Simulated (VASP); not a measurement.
# CuAs (P6_3/mmc) in VASP: a series of runs

The runs below take CuAs through single point, with LDA.

Everything below comes from runs of VASP 6.6.1. Logs are shortened: lines on timing, memory, paths and dates and some standing lists are left out, and cuts for length are marked.

**1. The cell of the first run**

It takes space group P6_3/mmc (No. 194, hexagonal). The conventional cell has a = 4.044 Å, b = 4.044 Å, c = 4.599 Å, α = 90.00°, β = 90.00°, γ = 120.00°. Cu (site symmetry -3m) has 2 Cu at 2.30 Å and 6 As at 2.60 Å within 3.0 Å. As (site symmetry -6m2) has 6 Cu at 2.60 Å and 6 As at 3.28 Å within 3.4 Å.

**2. Single point, LDA**

Input file INCAR:

```
SYSTEM = CuAs
PREC = Accurate
ENCUT = 520
EDIFF = 1E-6
ISMEAR = 0
SIGMA = 0.15
LREAL = .False.
LASPH = .True.
NELM = 80
ALGO = Normal
ISIF = 2
LWAVE = .False.
LCHARG = .False.
NBANDS = 24
```

Input file KPOINTS:

```
regular mesh
0
Gamma
  12 12 8
  0 0 0
```

Input file POSCAR:

```
CuAs
1.0
    4.0443000000      0.0000000000      0.0000000000
   -2.0221500000      3.5024665405      0.0000000000
    0.0000000000      0.0000000000      4.5989000000
Cu As
2 2
Direct
    0.0000000000      0.0000000000      0.5000000000
    0.0000000000      0.0000000000      0.0000000000
    0.6666666667      0.3333333333      0.7500000000
    0.3333333333      0.6666666667      0.2500000000
```

Potentials or basis: VASP PAW LDA potentials, release 64 (Cu, As).

On the command line:

```sh
> cat potpaw_LDA.64/Cu/POTCAR potpaw_LDA.64/As/POTCAR > POTCAR
> mpirun -np 1 vasp_std > vasp.out
```

OUTCAR:

```text
SYSTEM = CuAs
   PREC = Accurate
   ENCUT = 520
   EDIFF = 1E-6
   ISMEAR = 0
   LREAL = .False.
   LASPH = .True.
   NELM = 80
   ISIF = 2

 ion  position               nearest neighbor table
   1  0.000  0.000  0.500-   2 2.30   2 2.30   4 2.60   3 2.60   4 2.60   3 2.60   3 2.60   4 2.60

   2  0.000  0.000  0.000-   1 2.30   1 2.30   4 2.60   3 2.60   4 2.60   3 2.60   3 2.60   4 2.60

   3  0.667  0.333  0.750-   1 2.60   2 2.60   1 2.60   2 2.60   1 2.60   2 2.60
   4  0.333  0.667  0.250-   1 2.60   2 2.60   1 2.60   2 2.60   1 2.60   2 2.60

  LATTYP: Found a hexagonal cell.
 ALAT       =     4.0443000000
 C/A-ratio  =     1.1371312712

  Lattice vectors:

 A1 = (   4.0443000000,   0.0000000000,   0.0000000000)
 A2 = (  -2.0221500000,   3.5024665405,   0.0000000000)
 A3 = (   0.0000000000,   0.0000000000,   4.5989000000)

Analysis of symmetry for initial positions (statically):
=====================================================================
 Subroutine PRICEL returns:
 Original cell was already a primitive cell.

 Routine SETGRP: Setting up the symmetry group for a
 hexagonal supercell.

 Subroutine GETGRP returns: Found 24 space group operations
 (whereof 12 operations were pure point group operations)
 out of a pool of 24 trial point group operations.

The static configuration has the point symmetry D_3d.
 The point group associated with its full space group is D_6h.

Analysis of symmetry for dynamics (positions and initial velocities):
=====================================================================
 Subroutine PRICEL returns:
 Original cell was already a primitive cell.

 Routine SETGRP: Setting up the symmetry group for a
 hexagonal supercell.

 Subroutine GETGRP returns: Found 24 space group operations
 (whereof 12 operations were pure point group operations)
 out of a pool of 24 trial point group operations.

The dynamic configuration has the point symmetry D_3d.
 The point group associated with its full space group is D_6h.

 Subroutine INISYM returns: Found 24 space group operations
 (whereof 12 operations are pure point group operations),
 and found     1 'primitive' translations

----------------------------------------------------------------------------------------
[... 87 lines left out ...]
 SYSTEM =  CuAs
   PREC   = accura    normal or accurate (medium, high low for compatibility)
   ISTART =      0    job   : 0-new  1-cont  2-samecut
   ICHARG =      2    charge: 1-file 2-atom 10-const
   ISPIN  =      1    spin polarized calculation?
   LNONCOLLINEAR =      F non collinear calculations
   LSORBIT =      F    spin-orbit coupling
   LASPH  =      T    aspherical Exc in radial PAW
   ENCUT  =  520.0 eV  38.22 Ry    6.18 a.u.   7.52  7.52  8.55*2*pi/ulx,y,z
   NELM   =     80;   NELMIN=  2; NELMDL= -5     # of ELM steps
   EDIFF  = 0.1E-05   stopping-criterion for ELM
   LREAL  =      F    real-space projection
   EDIFFG = 0.1E-04   stopping-criterion for IOM
   NSW    =      0    number of steps for IOM
   IBRION =     -1    ionic relax: 0-MD 1-quasi-New 2-CG
   NFREE  =      0    steps in history (QN), initial steepest desc. (CG)
   ISIF   =      2    stress and relaxation
   ISYM   =      2    0-nonsym 1-usesym 2-fastsym
   POTIM  = 0.5000    time-step for ionic-motion
   TEBEG  =    0.0;   TEEND  =   0.0 temperature during run
   PSTRESS=    0.0 pullay stress
   NELECT =      32.0000    total number of electrons
   NUPDOWN=      -1.0000    fix difference up-down
   EMIN   =  10.00;   EMAX   =-10.00  energy-range for DOS
   EFERMI =   0.00;   METHOD = LEGACY
   ISMEAR =     0;   SIGMA  =   0.15  broadening in eV -4-tet -1-fermi 0-gaus
   EFERMI_NEDOS =   21; number of points for ismear=-14 and -15
   IALGO  =     38    algorithm
   IMIX   =      4    mixing-type and parameters
     AMIX     =   0.40;   BMIX     =  1.00
     AMIX_MAG =   1.60;   BMIX_MAG =  1.00
  volume/ion in A,a.u.               =      16.29       109.90
  Fermi-wavevector in a.u.,A,eV,Ry     =   1.291718  2.440993 22.701803  1.668535
  Thomas-Fermi vector in A             =   2.423471
   LORBIT       =      0    0 simple, 1 ext, 2 COOP (PROOUT), +10 PAW based schemes
   GGA     = CA    functional components
   LHFCALC =     F    Hartree Fock is set to
   AEXX    =    0.0000 exact exchange contribution
   IVDW    =     0    specifies the selected vdW correction
   LEPSILON=     F    determine dielectric tensor
   LRPA    =     F    only Hartree local field effects (RPA)
 non-spin polarized calculation
 Gauss-broadening in eV      SIGMA  =   0.15
  energy-cutoff  :      520.00
  volume of cell :       65.14
 maximum number of plane-waves:      1791
   NGX = 15   NGY = 15   NGZ = 17

 number of electron      31.9999998 magnetization

 Free energy of the ion-electron system (eV)
  ---------------------------------------------------
  ext. energy  EPLUGINS =         0.00000000
  ---------------------------------------------------
  free energy    TOTEN  =       -19.74167645 eV

  energy without entropy =      -19.71560067  energy(sigma->0) =      -19.72863856

 E-fermi :   6.2056     XC(G=0): -11.3574

 val. band max:        6.2030892513   @ k =   0.1667   0.0833   0.3750
 cond. band min:       6.2098805291   @ k =   0.0833   0.0833   0.5000
 fundamental gap:      0.0067912779
 Fermi energy:         6.2056248402

 k-point     1 :       0.0000    0.0000    0.0000
  band No.  band energies     occupation
      1      -7.1980      2.00000
      2      -3.1198      2.00000
      3       0.7661      2.00000
      4       1.2621      2.00000
      5       1.2621      2.00000
      6       1.3017      2.00000
[... 637 lines left out ...]
     23      14.2224      0.00000
     24      14.7789      0.00000

 [... further k-points ...]
[... 5 lines left out ...]
  --------------------------------------------------------------------------------------
  -------------------------------------------------------------------------------------
  Total       -4.9761837     -4.9761837      1.6048378     -0.0000000     -0.0000000      0.0000000
  in kB     -122.3871054   -122.3871054     39.4702978     -0.0000000     -0.0000000      0.0000000
  external PRESSURE =     -68.4346377 kB  Pullay stress =       0.0000000 kB

 VOLUME and BASIS-vectors are now :
 -----------------------------------------------------------------------------
  energy-cutoff  :      520.00
  volume of cell :       65.14
      direct lattice vectors                 reciprocal lattice vectors
     4.044300000  0.000000000  0.000000000     0.247261578  0.142756539  0.000000000
    -2.022150000  3.502466540  0.000000000     0.000000000  0.285513077  0.000000000
     0.000000000  0.000000000  4.598900000     0.000000000  0.000000000  0.217443302

 POSITION                                       TOTAL-FORCE (eV/Angst)
 -----------------------------------------------------------------------------------
      0.00000      0.00000      2.29945        -0.000000      0.000000     -0.000000
      0.00000      0.00000      0.00000        -0.000000      0.000000     -0.000000
      2.02215      1.16749      3.44918         0.000000      0.000000     -0.000000
     -0.00000      2.33498      1.14973        -0.000000     -0.000000      0.000000
 -----------------------------------------------------------------------------------
    total drift:                               -0.000000      0.000000      0.000000

  FREE ENERGIE OF THE ION-ELECTRON SYSTEM (eV)
  ---------------------------------------------------
  free  energy   TOTEN  =       -19.7416764510 eV

  energy  without entropy=      -19.7156006692  energy(sigma->0) =      -19.72863856
```

Run time: 3.7 min. Hardware: 1 thread of AMD EPYC 7R43 (Zen 3), shared host; peak memory 0.2 GiB.

Results:

```
Free energy            : -19.7417 eV
Pressure               : -6.8 GPa
Band gap on the k mesh : zero (bands 16 and 17 overlap by 1.44 eV)
```

Caveat: the cell stands under tension.

[end of part 1 of 2]
